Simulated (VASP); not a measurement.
# AlPt (P4mm) in VASP: a series of runs

The runs below take AlPt through single point, with PBEsol.

Everything below comes from runs of VASP 6.6.1. Logs are shortened: lines on timing, memory, paths and dates and some standing lists are left out, and cuts for length are marked.

**1. The cell of the first run**

Symmetry: P4mm, No. 99, tetragonal system. The conventional cell has a = 3.092 Å, b = 3.092 Å, c = 3.092 Å, α = 90.00°, β = 90.00°, γ = 90.00°. Within 3.2 Å of Al (site symmetry 4mm) lie 8 Pt at 2.42 to 2.99 Å and 6 Al at 3.09 Å. Within 3.2 Å of Pt (site symmetry 4mm) lie 8 Al at 2.42 to 2.99 Å and 6 Pt at 3.09 Å.

**2. Single point, PBEsol**

The input, INCAR:

```
SYSTEM = AlPt
ALGO     = Fast           ! electronic algorithm
EDIFF    = 1E-6           ! SCF threshold, eV
ENCUT    = 520            ! plane-wave cutoff, eV
GGA      = PS             ! functional
ISIF     = 2              ! what is computed and relaxed
ISMEAR   = 0              ! smearing method
LASPH    = .True.         ! aspherical terms in the spheres
LCHARG   = .False.        ! write CHGCAR
LREAL    = .False.        ! projectors in reciprocal space
LWAVE    = .False.        ! write WAVECAR
NBANDS   = 14             ! bands
NELM     = 60             ! most SCF steps
PREC     = Accurate       ! precision mode
SIGMA    = 0.15           ! smearing width, eV
```

The input, KPOINTS:

```
k-points
0
Gamma
  16 16 16
  0 0 0
```

The input, POSCAR:

```
AlPt
1.0
    3.0915460000      0.0000000000      0.0000000000
    0.0000000000      3.0915460000      0.0000000000
    0.0000000000      0.0000000000      3.0915460000
Al Pt
1 1
Direct
    0.1617313797      0.0000000000      0.0000000000
    0.5000000000      0.5000000000      0.5000000000
```

Potentials or basis: VASP PAW PBE potentials, release 64 (Al, Pt).

Command:

```
cat potpaw_PBE.64/Al/POTCAR potpaw_PBE.64/Pt/POTCAR > POTCAR
mpirun -np 1 vasp_std > vasp.out
```

OUTCAR:

```text
SYSTEM = AlPt
   EDIFF = 1E-6
   ENCUT = 520
   GGA = PS
   ISIF = 2
   ISMEAR = 0
   LASPH = .True.
   LREAL = .False.
   NELM = 60
   PREC = Accurate

 ion  position               nearest neighbor table
   1  0.162  0.000  0.000-   2 2.42   2 2.42   2 2.42   2 2.42   2 2.99   2 2.99   2 2.99   2 2.99

   2  0.500  0.500  0.500-   1 2.42   1 2.42   1 2.42   1 2.42   1 2.99   1 2.99   1 2.99   1 2.99

  LATTYP: Found a simple cubic cell.
 ALAT       =     3.0915460000

  Lattice vectors:

 A1 = (   3.0915460000,   0.0000000000,   0.0000000000)
 A2 = (   0.0000000000,   3.0915460000,   0.0000000000)
 A3 = (   0.0000000000,   0.0000000000,   3.0915460000)

Analysis of symmetry for initial positions (statically):
=====================================================================
 Subroutine PRICEL returns:
 Original cell was already a primitive cell.

 Routine SETGRP: Setting up the symmetry group for a
 simple cubic supercell.

 Subroutine GETGRP returns: Found  8 space group operations
 (whereof  8 operations were pure point group operations)
 out of a pool of 48 trial point group operations.

The static configuration has the point symmetry C_4v.

Analysis of symmetry for dynamics (positions and initial velocities):
=====================================================================
 Subroutine PRICEL returns:
 Original cell was already a primitive cell.

 Routine SETGRP: Setting up the symmetry group for a
 simple cubic supercell.

 Subroutine GETGRP returns: Found  8 space group operations
 (whereof  8 operations were pure point group operations)
 out of a pool of 48 trial point group operations.

The dynamic configuration has the point symmetry C_4v.

 Subroutine INISYM returns: Found  8 space group operations
 (whereof  8 operations are pure point group operations),
 and found     1 'primitive' translations

----------------------------------------------------------------------------------------

                                     Primitive cell

  volume of cell :      29.5479

  direct lattice vectors                    reciprocal lattice vectors
     3.091546000  0.000000000  0.000000000     0.323462759  0.000000000  0.000000000
     0.000000000  3.091546000  0.000000000     0.000000000  0.323462759  0.000000000
     0.000000000  0.000000000  3.091546000     0.000000000  0.000000000  0.323462759

  length of vectors
     3.091546000  3.091546000  3.091546000     0.323462759  0.323462759  0.323462759

[... 90 lines left out ...]
   PSTRESS=    0.0 pullay stress
   NELECT =      13.0000    total number of electrons
   NUPDOWN=      -1.0000    fix difference up-down
   EMIN   =  10.00;   EMAX   =-10.00  energy-range for DOS
   EFERMI =   0.00;   METHOD = LEGACY
   ISMEAR =     0;   SIGMA  =   0.15  broadening in eV -4-tet -1-fermi 0-gaus
   EFERMI_NEDOS =   21; number of points for ismear=-14 and -15
   IALGO  =     68    algorithm
   IMIX   =      4    mixing-type and parameters
     AMIX     =   0.40;   BMIX     =  1.00
     AMIX_MAG =   1.60;   BMIX_MAG =  1.00
  volume/ion in A,a.u.               =      14.77        99.70
  Fermi-wavevector in a.u.,A,eV,Ry     =   1.245127  2.352948 21.093665  1.550341
  Thomas-Fermi vector in A             =   2.379363
   LORBIT       =      0    0 simple, 1 ext, 2 COOP (PROOUT), +10 PAW based schemes
   GGA     = PS    functional components
   LHFCALC =     F    Hartree Fock is set to
   AEXX    =    0.0000 exact exchange contribution
   IVDW    =     0    specifies the selected vdW correction
   LEPSILON=     F    determine dielectric tensor
   LRPA    =     F    only Hartree local field effects (RPA)
 non-spin polarized calculation
 RMM-DIIS sequential band-by-band and
 Gauss-broadening in eV      SIGMA  =   0.15
  energy-cutoff  :      520.00
  volume of cell :       29.55
 maximum number of plane-waves:       840
 NGX is ok and might be reduce to    24
   NGX = 11   NGY = 11   NGZ = 11

 number of electron      12.9999997 magnetization

 Free energy of the ion-electron system (eV)
  ---------------------------------------------------
  ext. energy  EPLUGINS =         0.00000000
  ---------------------------------------------------
  free energy    TOTEN  =       -12.43296149 eV

  energy without entropy =      -12.42531288  energy(sigma->0) =      -12.42913718

 E-fermi :  10.5549     XC(G=0): -12.1373

 val. band max:       10.5414061687   @ k =   0.5000   0.4375   0.3750
 cond. band min:      10.5584526157   @ k =   0.3750   0.3125   0.0625
 fundamental gap:      0.0170464470
 Fermi energy:        10.5548626705

 k-point     1 :       0.0000    0.0000    0.0000
  band No.  band energies     occupation
      1      -0.9496      2.00000
      2       4.6635      2.00000
      3       4.8815      2.00000
      4       7.5316      2.00000
      5       7.8628      2.00000
      6       7.8628      2.00000
      7      14.6456      0.00000
      8      14.6456      0.00000
      9      14.9630      0.00000
     10      18.6897      0.00000
     11      20.2058      0.00000
     12      20.6185      0.00000
     13      26.2957      0.00000
     14      26.2957      0.00000
[... 377 lines left out ...]
      1      -0.2342      2.00000
      2       4.8746      2.00000
      3       5.0802      2.00000
      4       6.8965      2.00000
      5       7.4063      2.00000
      6       7.8587      2.00000
      7      12.0045      0.00000
      8      15.1284      0.00000
      9      16.6197      0.00000
     10      18.3531      0.00000
     11      20.3646      0.00000
     12      23.5289      0.00000
     13      25.4213      0.00000
     14      25.9577      0.00000

 [... further k-points ...]

------------------------ aborting loop because EDIFF is reached ----------------------------------------

  FORCE on cell =-STRESS in cart. coord.  units (eV):
  Direction    XX          YY          ZZ          XY          YZ          ZX
  --------------------------------------------------------------------------------------
  -------------------------------------------------------------------------------------
  Total        0.2785112      2.2761692      2.2761692      0.0000000      0.0000000      0.0000000
  in kB       15.1017106    123.4206937    123.4206937      0.0000000      0.0000000      0.0000000
  external PRESSURE =      87.3143660 kB  Pullay stress =       0.0000000 kB

 VOLUME and BASIS-vectors are now :
 -----------------------------------------------------------------------------
  energy-cutoff  :      520.00
  volume of cell :       29.55
      direct lattice vectors                 reciprocal lattice vectors
     3.091546000  0.000000000  0.000000000     0.323462759  0.000000000  0.000000000
     0.000000000  3.091546000  0.000000000     0.000000000  0.323462759  0.000000000
     0.000000000  0.000000000  3.091546000     0.000000000  0.000000000  0.323462759

 POSITION                                       TOTAL-FORCE (eV/Angst)
 -----------------------------------------------------------------------------------
      0.50000      0.00000      0.00000        -2.068640     -0.000000      0.000000
      1.54577      1.54577      1.54577         2.068640      0.000000     -0.000000
 -----------------------------------------------------------------------------------
    total drift:                                0.003252     -0.000000     -0.000000

  FREE ENERGIE OF THE ION-ELECTRON SYSTEM (eV)
  ---------------------------------------------------
  free  energy   TOTEN  =       -12.4329614933 eV

  energy  without entropy=      -12.4253128760  energy(sigma->0) =      -12.42913718
```

stdout:

```text
POSCAR found type information on POSCAR AlPt
 POSCAR found :  2 types and       2 ions
 scaLAPACK will be used
 -----------------------------------------------------------------------------
|                                                                             |
|                                                                             |
|     You enforced a specific xc type in the INCAR file but a different       |
|     I HOPE YOU KNOW WHAT YOU ARE DOING!                                     |
|                                                                             |
 -----------------------------------------------------------------------------

 LDA part: xc-table for (Slater+PW92), standard interpolation
 POSCAR, INCAR and KPOINTS ok, starting setup
 FFT: planning ... GRIDC
 FFT: planning ... GRID_SOFT
 FFT: planning ... GRID
 WAVECAR not read
 entering main loop
```

It took 51 s on 1 thread of AMD EPYC 9R45 (Zen 5), shared host; peak memory 0.25 GiB.

Results:

| Quantity | Value |
| --- | --- |
| Free energy | -12.4330 eV |
| Pressure | 8.7 GPa |
| Largest force | 2.069 eV/Å |
| Band gap on the k mesh | zero (an odd number of electrons rules out a gap without spin polarisation) |

Forces in eV/Å, atoms in the order of the input:
```
Al  -2.069  0.000  0.000
Pt   2.069  0.000  0.000
```

Levels at points of the mesh, in eV from the Fermi level:
```csv
k point,band 5,band 6,band 7,band 8,band 9,band 10
"(0.00, 0.00, 0.00)",-2.69,-2.69,4.09,4.09,4.41,8.13
"(0.50, 0.00, 0.00)",-4.00,-2.85,-0.78,6.89,7.87,7.87
"(0.00, 0.50, 0.00)",-3.92,-2.55,-1.14,6.14,8.44,9.02
"(0.50, 0.50, 0.00)",-3.15,-2.46,-1.52,1.03,3.13,9.06
"(0.00, 0.50, 0.50)",-2.41,-2.41,-1.56,0.57,3.03,10.32
"(0.50, 0.50, 0.50)",-1.41,0.61,1.32,1.32,2.04,4.64
```

Caveat: the cell differs from its parent crystal (all Al atoms moved -0.500 Å, as atom 1 towards its neighbour atom 1 (Al) at 3.092 Å); the stress differs along the axes, from 2 to 12 GPa; the PAW data sets were made with another functional, which shifts forces and pressure a little; spin-orbit coupling is left out, which moves the levels of the heavy elements.

**3. Single point, PBEsol**

The input, INCAR:

```
ALGO     = Fast           # electronic algorithm
EDIFF    = 1E-7           # SCF threshold, eV
ENCUT    = 520            # plane-wave cutoff, eV
GGA      = PS             # functional
ISIF     = 2              # what is computed and relaxed
ISMEAR   = 0              # smearing method
LASPH    = True           # aspherical terms in the spheres
LCHARG   = False          # write CHGCAR
LREAL    = False          # projectors in reciprocal space
LWAVE    = False          # write WAVECAR
NBANDS   = 14             # bands
NELM     = 100            # most SCF steps
PREC     = Accurate       # precision mode
SIGMA    = 0.15           # smearing width, eV
```

The input, KPOINTS:

```
k-points
0
Gamma
  16 16 16
```

Changes to POSCAR since step 2:

```diff
@@ -8,3 +8,3 @@
 Direct
-    0.1617313797      0.0000000000      0.0000000000
+   -0.1212985348      0.0000000000      0.0000000000
     0.5000000000      0.5000000000      0.5000000000
```

Potentials or basis: VASP PAW PBE potentials, release 64 (Al, Pt).

Command:

```
cat potpaw_PBE.64/Al/POTCAR potpaw_PBE.64/Pt/POTCAR > POTCAR
mpirun -np 1 vasp_std > vasp.out
```

Wall time 77 s (1 thread of AMD EPYC 9R45 (Zen 5), shared host); peak memory 0.25 GiB.

The run converged. Its results:

```
Free energy            : -12.6550 eV
Pressure               : 2.6 GPa
Largest force          : 1.491 eV/Å
Band gap on the k mesh : zero (an odd number of electrons rules out a gap without spin polarisation)
```

Forces on the atoms (eV/Å):
```
Al   1.491  0.000  0.000
Pt  -1.491  0.000  0.000
```

Stress tensor (GPa, compression positive):
```
-1.16  0.00  0.00
 0.00  4.48  0.00
 0.00  0.00  4.48
```

Levels at points of the mesh, in eV from the Fermi level:
```csv
k point,band 3,band 4,band 5,band 6,band 7,band 8,band 9,band 10,band 11,band 12
"(0.00, 0.00, 0.00)",-5.64,-2.85,-2.66,-2.66,4.01,4.01,4.20,8.58,9.39,9.73
"(0.50, 0.00, 0.00)",-5.22,-4.02,-4.02,-2.67,-0.83,6.57,8.13,8.13,10.60,10.64
"(0.00, 0.50, 0.00)",-5.10,-4.30,-3.96,-2.50,-1.04,6.12,8.80,8.84,9.17,10.40
"(0.50, 0.50, 0.00)",-3.98,-3.70,-3.12,-2.71,-1.46,1.00,3.22,8.81,11.65,12.42
"(0.00, 0.50, 0.50)",-4.05,-4.05,-2.60,-2.60,-1.49,0.73,3.15,9.56,11.18,11.18
"(0.50, 0.50, 0.50)",-6.33,-1.41,-1.36,0.61,1.52,1.52,1.93,4.68,6.31,6.31
```

Caveat: the cell differs from its parent crystal (all Al atoms moved +0.375 Å, as atom 1 towards its neighbour atom 1 (Al) at 3.092 Å); the stress differs along the axes, from -1 to 4 GPa; the PAW data sets were made with another functional, which shifts forces and pressure a little; spin-orbit coupling is left out, which moves the levels of the heavy elements.
